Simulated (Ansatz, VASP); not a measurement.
**One calculation of WSe2, two programs**

```
W Se
1.0
     1.61748    0.93385    6.48983
    -1.61748    0.93385    6.48983
     0.00000   -1.86771    6.48983
W Se
1 2
Direct
  0.00000 0.00000 0.00000
  0.24479 0.24479 0.24479
  0.75521 0.75521 0.75521
```

Alike in both runs: functional PBEsol; k mesh 12 × 12 × 12; occupations gaussian, width 0.05 eV; collinear spin.

Ansatz relaxed the structure, and its values are those at the end. VASP's run is a single point on that final structure, the one shown.

```csv
,VASP,Ansatz
version,VASP 6.6.1,Ansatz 0.2.0
potentials or method,"VASP PAW PBE potentials, release 64 (W_sv, Se), cutoff 500 eV","scalar-relativistic, plane waves, PAW"
valence electrons in the cell,26,46
```

|  | VASP | Ansatz | Ansatz less VASP |
| --- | --- | --- | --- |
| gap on the k mesh at the Fermi level (eV) | none | none | - |
| pressure (GPa) | 0.4 | 0.0 | -0.40 |
| rms of the force components (eV/Å) | 0.024 | 0.000 | -0.0243 |
| net moment per atom (μB) | 0.00 | 0.00 | 0.000 |

VASP's potentials were made for PBE, not for PBEsol. A gap of «none» marks a metal or a gap that the smearing closes. VASP's potentials hold 26 valence electrons a cell and Ansatz's 46, so a difference there can come from the potentials and not from the codes. Ansatz's warnings: seeded moment not kept.

Neither program's run includes spin-orbit coupling.
